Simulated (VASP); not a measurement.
# CaO (Pm-3m) in VASP: single point with HSE06

Aim: the single point of CaO with HSE06.

Program: VASP 6.6.1. These are calculated values, not measurements. Logs are shortened: lines on timing, memory, paths and dates and some standing lists are left out, and cuts for length are marked.

**1. The cell of the first run**

It takes space group Pm-3m (No. 221, cubic). The conventional cell has a = 2.903 Å, b = 2.903 Å, c = 2.903 Å, α = 90.00°, β = 90.00°, γ = 90.00°. Ca (site symmetry m-3m) has 8 O at 2.51 Å and 6 Ca at 2.90 Å within 3.3 Å. O (site symmetry m-3m) has 8 Ca at 2.51 Å and 6 O at 2.90 Å within 3.3 Å.

**2. Single point, HSE06**

Input file POSCAR:

```
CaO
1.0
    2.9032089683      0.0000000000      0.0000000000
    0.0000000000      2.9032089683      0.0000000000
    0.0000000000      0.0000000000      2.9032089683
Ca O
1 1
Direct
    0.0000000000      0.0000000000      0.0000000000
    0.5000000000      0.5000000000      0.5000000000
```

Input file INCAR.step1:

```
SYSTEM = CaO
  PREC = Accurate
  ENCUT = 520
  EDIFF = 1E-5
  ISMEAR = 0
  SIGMA = 0.01
  LREAL = .False.
  LASPH = .True.
  NELM = 60
  ALGO = Normal
  ISIF = 2
  LWAVE = .True.
  GGA = PE
  NBANDS = 15
```

Input file INCAR.step2:

```
SYSTEM = CaO
  PREC = Accurate
  ENCUT = 520
  EDIFF = 1E-6
  ISMEAR = 0
  SIGMA = 0.01
  LREAL = .False.
  LASPH = .True.
  NELM = 60
  ALGO = Normal
  ISIF = 2
  LWAVE = .False.
  LCHARG = .True.
  GGA = PE
  LHFCALC = .True.
  HFSCREEN = 0.2079
  PRECFOCK = Normal
  LELF = .True.
  LVHAR = .True.
  ISTART = 1
  NBANDS = 15
```

Input file KPOINTS:

```
Automatic mesh
0
Gamma
  4 4 4
  0 0 0
```

Potentials or basis: VASP PAW PBE potentials, release 64 (Ca_sv, O).

Started as:

```sh
$ cat potpaw_PBE.64/Ca_sv/POTCAR potpaw_PBE.64/O/POTCAR > POTCAR
$ cp INCAR.step1 INCAR
$ mpirun -np 1 vasp_std > vasp.out
$ cp INCAR.step2 INCAR
$ mpirun -np 1 vasp_std > vasp.out
```

OUTCAR:

```text
SYSTEM = CaO
   PREC = Accurate
   ENCUT = 520
   EDIFF = 1E-6
   ISMEAR = 0
   LREAL = .False.
   LASPH = .True.
   NELM = 60
   ISIF = 2
   GGA = PE
   LHFCALC = .True.
   HFSCREEN = 0.2079
   PRECFOCK = Normal
   ISTART = 1

 ion  position               nearest neighbor table
   1  0.000  0.000  0.000-   2 2.51   2 2.51   2 2.51   2 2.51   2 2.51   2 2.51   2 2.51   2 2.51

   2  0.500  0.500  0.500-   1 2.51   1 2.51   1 2.51   1 2.51   1 2.51   1 2.51   1 2.51   1 2.51

  LATTYP: Found a simple cubic cell.
 ALAT       =     2.9032089683

  Lattice vectors:

 A1 = (   2.9032089683,   0.0000000000,   0.0000000000)
 A2 = (   0.0000000000,   2.9032089683,   0.0000000000)
 A3 = (   0.0000000000,   0.0000000000,   2.9032089683)

Analysis of symmetry for initial positions (statically):
=====================================================================
 Subroutine PRICEL returns:
 Original cell was already a primitive cell.

 Routine SETGRP: Setting up the symmetry group for a
 simple cubic supercell.

 Subroutine GETGRP returns: Found 48 space group operations
 (whereof 48 operations were pure point group operations)
 out of a pool of 48 trial point group operations.

The static configuration has the point symmetry O_h .

Analysis of symmetry for dynamics (positions and initial velocities):
=====================================================================
 Subroutine PRICEL returns:
 Original cell was already a primitive cell.

 Routine SETGRP: Setting up the symmetry group for a
 simple cubic supercell.

 Subroutine GETGRP returns: Found 48 space group operations
 (whereof 48 operations were pure point group operations)
 out of a pool of 48 trial point group operations.

The dynamic configuration has the point symmetry O_h .

 Subroutine INISYM returns: Found 48 space group operations
 (whereof 48 operations are pure point group operations),
 and found     1 'primitive' translations

----------------------------------------------------------------------------------------

                                     Primitive cell

  volume of cell :      24.4701

  direct lattice vectors                    reciprocal lattice vectors
     2.903208968  0.000000000  0.000000000     0.344446442  0.000000000  0.000000000
     0.000000000  2.903208968  0.000000000     0.000000000  0.344446442  0.000000000
     0.000000000  0.000000000  2.903208968     0.000000000  0.000000000  0.344446442

  length of vectors
     2.903208968  2.903208968  2.903208968     0.344446442  0.344446442  0.344446442

  position of ions in fractional coordinates (direct lattice)
     0.000000000  0.000000000  0.000000000
     0.500000000  0.500000000  0.500000000

  ion indices of the primitive-cell ions
   primitive index   ion index
                 1           1
                 2           2

----------------------------------------------------------------------------------------

 KPOINTS: Automatic mesh

Automatic generation of k-mesh.
 Grid dimensions read from file:
 generate k-points for:    4    4    4

 Generating k-lattice:

  Cartesian coordinates                     Fractional coordinates (reciprocal lattice)
     0.086111611  0.000000000  0.000000000     0.250000000  0.000000000  0.000000000
     0.000000000  0.086111611  0.000000000     0.000000000  0.250000000  0.000000000
     0.000000000  0.000000000  0.086111611     0.000000000  0.000000000  0.250000000

  Length of vectors
     0.086111611  0.086111611  0.086111611

  Shift w.r.t. Gamma in fractional coordinates (k-lattice)
     0.000000000  0.000000000  0.000000000

 Subroutine IBZKPT returns following result:
 ===========================================

 Found     10 irreducible k-points:

 Following reciprocal coordinates:
            Coordinates               Weight
  0.000000  0.000000  0.000000      1.000000
  0.250000  0.000000  0.000000      6.000000
  0.500000  0.000000  0.000000      3.000000
  0.250000  0.250000  0.000000     12.000000
  0.500000  0.250000  0.000000     12.000000
  0.500000  0.500000  0.000000      3.000000
  0.250000  0.250000  0.250000      8.000000
  0.500000  0.250000  0.250000     12.000000
  0.500000  0.500000  0.250000      6.000000
  0.500000  0.500000  0.500000      1.000000
   k-points           NKPTS =     10   k-points in BZ     NKDIM =     64   number of bands    NBANDS=     15
   number of dos      NEDOS =    301   number of ions     NIONS =      2
   total plane-waves  NPLWV =  13824
   dimension x,y,z NGX =    24 NGY =   24 NGZ =   24
   dimension x,y,z NGXF=    48 NGYF=   48 NGZF=   48
   ions per type =               1   1
   NGX,Y,Z   is equivalent  to a cutoff of  13.74, 13.74, 13.74 a.u.
   NGXF,Y,Z  is equivalent  to a cutoff of  27.49, 27.49, 27.49 a.u.
 SYSTEM =  CaO
   PREC   = accura    normal or accurate (medium, high low for compatibility)
   ISTART =      1    job   : 0-new  1-cont  2-samecut
   ICHARG =      0    charge: 1-file 2-atom 10-const
   ISPIN  =      1    spin polarized calculation?
   LNONCOLLINEAR =      F non collinear calculations
   LSORBIT =      F    spin-orbit coupling
   LASPH  =      T    aspherical Exc in radial PAW
   ENCUT  =  520.0 eV  38.22 Ry    6.18 a.u.   5.40  5.40  5.40*2*pi/ulx,y,z
   NELM   =     60;   NELMIN=  2; NELMDL=  0     # of ELM steps
   EDIFF  = 0.1E-05   stopping-criterion for ELM
   LREAL  =      F    real-space projection
   EDIFFG = 0.1E-04   stopping-criterion for IOM
   NSW    =      0    number of steps for IOM
   IBRION =     -1    ionic relax: 0-MD 1-quasi-New 2-CG
   NFREE  =      0    steps in history (QN), initial steepest desc. (CG)
   ISIF   =      2    stress and relaxation
   ISYM   =      3    0-nonsym 1-usesym 2-fastsym
   POTIM  = 0.5000    time-step for ionic-motion
   TEBEG  =    0.0;   TEEND  =   0.0 temperature during run
   PSTRESS=    0.0 pullay stress
   NELECT =      16.0000    total number of electrons
   NUPDOWN=      -1.0000    fix difference up-down
   EMIN   =  10.00;   EMAX   =-10.00  energy-range for DOS
   EFERMI =   0.00;   METHOD = LEGACY
   ISMEAR =     0;   SIGMA  =   0.01  broadening in eV -4-tet -1-fermi 0-gaus
   EFERMI_NEDOS =   21; number of points for ismear=-14 and -15
   IALGO  =     38    algorithm
   IMIX   =      1    mixing-type and parameters
     AMIX     =   0.40;   BMIX     =  1.00
     AMIX_MAG =   1.60;   BMIX_MAG =  1.00
  volume/ion in A,a.u.               =      12.24        82.57
  Fermi-wavevector in a.u.,A,eV,Ry     =   1.420921  2.685151 27.470378  2.019016
  Thomas-Fermi vector in A             =   2.541785
   LORBIT       =      0    0 simple, 1 ext, 2 COOP (PROOUT), +10 PAW based schemes
   GGA     = PE    functional components
   LHFCALC =     T    Hartree Fock is set to
   PRECFOCK=normal    Normal, Fast or Accurate (Low or Medium for compatibility)
   ENCUT4O =  -1.0   cutoff for four orbital integrals eV
   NKREDX  =     1    reduce k-point grid by
   NKREDY  =     1    reduce k-point grid by
   NKREDZ  =     1    reduce k-point grid by
   AEXX    =    0.2500 exact exchange contribution
   HFSCREEN=    0.2079 screening length (either q_TF or 0.3 A-1)
   HFSCREENC=   0.2079 screening length for correlation (either q_TF or 0.3 A-1)
   ENCUTFOCK=  -1.0 apply spherical cutoff to Coloumb kernel
   IVDW    =     0    specifies the selected vdW correction
   LEPSILON=     F    determine dielectric tensor
   LRPA    =     F    only Hartree local field effects (RPA)
 non-spin polarized calculation
 Gauss-broadening in eV      SIGMA  =   0.01
  energy-cutoff  :      520.00
  volume of cell :       24.47
 maximum number of plane-waves:       691
 NGX is ok and might be reduce to    24
  NGX = 18; NGY = 18; NGZ = 18

 number of electron      15.9999997 magnetization

 Free energy of the ion-electron system (eV)
  ---------------------------------------------------
  ext. energy  EPLUGINS =         0.00000000
  ---------------------------------------------------
  free energy    TOTEN  =       -13.86987784 eV

  energy without entropy =      -13.86987784  energy(sigma->0) =      -13.86987784

 E-fermi :   3.4288     XC(G=0):  -9.2370

 val. band max:        3.2141612998   @ k =   0.5000   0.5000   0.0000
 cond. band min:       7.6798984476   @ k =   0.0000   0.0000   0.0000
 fundamental gap:      4.4657371478
 Fermi energy:         3.4288049185

 k-point     1 :       0.0000    0.0000    0.0000
  band No.  band energies     occupation
      1     -38.7940      2.00000
      2     -17.7453      2.00000
      3     -17.7453      2.00000
      4     -17.7453      2.00000
      5     -14.8219      2.00000
      6       2.8664      2.00000
      7       2.8664      2.00000
      8       2.8664      2.00000
      9       7.6799      0.00000
     10       7.6799      0.00000
     11       9.9737      0.00000
     12      13.8943      0.00000
     13      13.8943      0.00000
     14      13.8943      0.00000
     15      24.6116      0.00000

 k-point     2 :       0.2500    0.0000    0.0000
  band No.  band energies     occupation
      1     -38.7066      2.00000
      2     -18.6778      2.00000
      3     -17.6772      2.00000
      4     -17.6772      2.00000
      5     -14.0533      2.00000
      6       0.6756      2.00000
      7       2.6270      2.00000
      8       2.6270      2.00000
      9       8.2009      0.00000
     10      10.0311      0.00000
     11      12.1203      0.00000
     12      13.6685      0.00000
     13      13.6685      0.00000
     14      14.0668      0.00000
     15      21.5998      0.00000
[... 113 lines left out ...]
      3     -18.6254      2.00000
      4     -18.0166      2.00000
      5     -13.8027      2.00000
      6       0.1807      2.00000
      7       0.1807      2.00000
      8       1.0799      2.00000
      9      11.2363      0.00000
     10      11.8674      0.00000
     11      12.4419      0.00000
     12      12.4419      0.00000
     13      15.5802      0.00000
     14      18.7248      0.00000
     15      18.7248      0.00000

 k-point    10 :       0.5000    0.5000    0.5000
  band No.  band energies     occupation
      1     -38.3116      2.00000
      2     -18.4999      2.00000
      3     -18.4999      2.00000
      4     -18.4999      2.00000
      5     -13.5029      2.00000
      6      -0.4635      2.00000
      7      -0.4635      2.00000
      8      -0.4635      2.00000
      9      13.3108      0.00000
     10      13.3108      0.00000
     11      13.3108      0.00000
     12      15.6565      0.00000
     13      15.6565      0.00000
     14      17.4759      0.00000
     15      17.4759      0.00000

------------------------ aborting loop because EDIFF is reached ----------------------------------------

  FORCE on cell =-STRESS in cart. coord.  units (eV):
  Direction    XX          YY          ZZ          XY          YZ          ZX
  --------------------------------------------------------------------------------------
  -------------------------------------------------------------------------------------
  Total        0.1965617      0.1965617      0.1965617      0.0000000      0.0000000      0.0000000
  in kB       12.8698797     12.8698797     12.8698797      0.0000000      0.0000000      0.0000000
  external PRESSURE =      12.8698797 kB  Pullay stress =       0.0000000 kB

 VOLUME and BASIS-vectors are now :
 -----------------------------------------------------------------------------
  energy-cutoff  :      520.00
  volume of cell :       24.47
      direct lattice vectors                 reciprocal lattice vectors
     2.903208968  0.000000000  0.000000000     0.344446442  0.000000000  0.000000000
     0.000000000  2.903208968  0.000000000     0.000000000  0.344446442  0.000000000
     0.000000000  0.000000000  2.903208968     0.000000000  0.000000000  0.344446442

 POSITION                                       TOTAL-FORCE (eV/Angst)
 -----------------------------------------------------------------------------------
      0.00000      0.00000      0.00000         0.000000      0.000000      0.000000
      1.45160      1.45160      1.45160         0.000000      0.000000      0.000000
 -----------------------------------------------------------------------------------
    total drift:                               -0.000000      0.000000     -0.000000

  FREE ENERGIE OF THE ION-ELECTRON SYSTEM (eV)
  ---------------------------------------------------
  free  energy   TOTEN  =       -13.8698778393 eV

  energy  without entropy=      -13.8698778393  energy(sigma->0) =      -13.86987784
```

Run time: 2.8 min. Hardware: 1 thread of Intel Xeon Platinum 8488C (Sapphire Rapids), shared host; peak memory 0.25 GiB.

What came out:

```yaml
Free_energy: -13.8699 eV
Pressure: 1.3 GPa
Band_gap_on_the_k_mesh: 4.47 eV (least direct gap 4.81 eV)
```

Levels at points of the mesh, in eV from the valence-band top:
```
           k point  band 4  band 5  band 6  band 7  band 8  band 9  band 10  band 11  band 12  band 13
(0.00, 0.00, 0.00)  -20.96  -18.04   -0.35   -0.35   -0.35    4.47     4.47     6.76    10.68    10.68
(0.50, 0.00, 0.00)  -20.82  -16.65   -4.12   -0.84   -0.84    5.62     9.24    10.34    10.34    11.03
(0.50, 0.50, 0.00)  -20.72  -17.29   -2.35   -2.35    0.00    5.62     6.54     8.58     8.58    12.29
(0.50, 0.50, 0.50)  -21.71  -16.72   -3.68   -3.68   -3.68   10.10    10.10    10.10    12.44    12.44
```

Caveat: the k points lie up to 0.54 Å⁻¹ apart; the structure was generated, so it needn't be the stable form of CaO; the PAW data sets were made with another functional, which shifts forces and pressure a little.
